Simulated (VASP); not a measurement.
A run of VASP 6.6.1:

Contents of INCAR:

```
SYSTEM = TaN
PREC = Accurate
ENCUT = 520
EDIFF = 1E-8
ISMEAR = -1
SIGMA = 0.01
LREAL = .FALSE.
LASPH = .TRUE.
NELM = 120
ALGO = Normal
ISIF = 2
LWAVE = .FALSE.
LCHARG = .FALSE.
GGA = PE
LEFG = .TRUE.
NBANDS = 24
GGA_COMPAT = .FALSE.
```

KPOINTS

```
Automatic mesh
0
G
  9 9 5
  0 0 0
```

Contents of POSCAR:

```
TaN
1.0
    3.0500010905      0.0000000000      0.0000000000
   -1.5250005453      2.6413784260      0.0000000000
    0.0000000000      0.0000000000      4.7918000000
Ta N
2 2
Direct
    0.3333333333      0.6666666667      0.0000000000
    0.6666666667      0.3333333333      0.5000000000
    0.3333333333      0.6666666667      0.3850000000
    0.6666666667      0.3333333333      0.8850000000
```

Potentials or basis: VASP PAW PBE potentials, release 64 (Ta_pv, N).

Run with:

```sh
$ cat potpaw_PBE.64/Ta_pv/POTCAR potpaw_PBE.64/N/POTCAR > POTCAR
$ mpirun -np 1 vasp_std > vasp.out
```

Hardware: 1 thread of AMD EPYC 7R13, with other jobs on the host.

**Question.** Estimate the wall time of this run.

**Answer.** Run time: 56 s on 1 thread of AMD EPYC 7R13, with other jobs on the host, peak memory 0.14 GiB. Counts: scf iterations 16, k points 36.
